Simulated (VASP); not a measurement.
Input of a VASP 6.6.1 run:

The input INCAR:

```
PREC = Accurate
ENCUT = 520
EDIFF = 1E-7
ISMEAR = -1
SIGMA = 0.1
LREAL = False
LASPH = True
NELM = 100
ALGO = Normal
ISIF = 2
LWAVE = False
LCHARG = False
GGA = RP
NBANDS = 12
```

Contents of KPOINTS:

```
regular mesh
0
Gamma
  13 13 13
```

The input POSCAR:

```
Ag
1.0
    2.8371514526      0.0000000000      0.0000000000
    0.0000000000      2.8371514526      0.0000000000
    0.0000000000      0.0000000000      2.8371514526
Ag
1
Direct
    0.0000000000      0.0000000000      0.0000000000
```

Potentials or basis: VASP PAW PBE potentials, release 64 (Ag).

Launch:

```bash
$ cat potpaw_PBE.64/Ag/POTCAR > POTCAR
$ mpirun -np 1 vasp_std > vasp.out
```

Task: What does it give for the pressure?

Result: -2.0 GPa.

Caveat: the PAW data sets were made with another functional, which shifts forces and pressure a little.
